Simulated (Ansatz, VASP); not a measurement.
Two plane-wave programs on BAs

File POSCAR:

```
BAs
1.0
    3.3658576581      0.0000000000      0.0000000000
   -1.6829288290      2.9149182375      0.0000000000
    0.0000000000      0.0000000000      8.5976850882
B As
2 2
Direct
    0.3333333333      0.6666666667      0.2500000000
    0.6666666667      0.3333333333      0.7500000000
    0.6666666667      0.3333333333      0.2500000000
    0.3333333333      0.6666666667      0.7500000000
```

The input INCAR.step1:

```
PREC = Accurate
ENCUT = 520
ISMEAR = 0
SIGMA = 0.01
LREAL = F
LASPH = T
NELM = 60
NBANDS = 16
GGA = PE
ALGO = Normal
EDIFF = 1E-4
LWAVE = T
LCHARG = F
```

The input INCAR.step2:

```
PREC = Accurate
ENCUT = 520
EDIFF = 1E-6
ISMEAR = 0
SIGMA = 0.01
LREAL = F
LASPH = T
NELM = 60
ALGO = Normal
ISIF = 2
LWAVE = F
LCHARG = F
METAGGA = R2SCAN
LMIXTAU = T
NBANDS = 16
ISTART = 1
```

Contents of KPOINTS:

```
Automatic mesh
0
Gamma
  12 12 4
```

Input for Ansatz:

```yaml
crystal:
  lattice:
    - [3.3658576581, 0.0, 0.0]
    - [-1.682928829, 2.9149182375, 0.0]
    - [0.0, 0.0, 8.5976850882]
  atoms:
    - { symbol: B, position: [0.3333333333, 0.6666666667, 0.25] }
    - { symbol: B, position: [0.6666666667, 0.3333333333, 0.75] }
    - { symbol: As, position: [0.6666666667, 0.3333333333, 0.25] }
    - { symbol: As, position: [0.3333333333, 0.6666666667, 0.75] }
kpoints:
  mp_grid: { grid: [12, 12, 4] }
  band_path:
    path:
      - [0.0, 0.0, 0.0]
      - [0.5, 0.0, 0.0]
      - [0.3333333333, 0.3333333333, 0.0]
      - [0.0, 0.0, 0.5]
      - [0.5, 0.0, 0.5]
      - [0.3333333333, 0.3333333333, 0.5]
      - [0.3666666667, 0.2666666667, 0.0]
      - [0.303385, 0.303385, 0.0]
    npoints: 1
hamiltonian:
  xc: r2scan
scf:
  occupations: { method: fixed }
  n_extra_bands: 5
output:
  forces: true
  stress: true
  eigenvalues: true
```

Change from the starting cell: uniaxial_z strain -1.7%.

Alike in both runs: task single point; functional r2SCAN; k mesh 12 × 12 × 4; no spin polarisation.

|  | VASP | Ansatz |
| --- | --- | --- |
| version | VASP 6.6.1 | Ansatz 0.2.0 |
| potentials or method | VASP PAW PBE potentials, release 64 (B, As) | plane waves, PAW |
| plane-wave cutoff (eV) | 520 | 500 |
| occupations | gaussian, width 0.01 eV | fixed |
| valence electrons in the cell | 16 | 36 |

Ansatz gave:

- gap on the k mesh at the Fermi level (eV): 0.95
- pressure (GPa): 0.0
- traceless stress, the component that is largest in VASP (GPa): 0.10

Problem. Estimate VASP's values.

Solution. gap on the k mesh at the Fermi level (eV): 0.95; pressure (GPa): 0.3; traceless stress, the component that is largest in VASP (GPa): -0.16.

VASP's potentials were made for PBE, not for r2SCAN. VASP's potentials hold 16 valence electrons a cell and Ansatz's 36, so a difference there can come from the potentials and not from the codes.
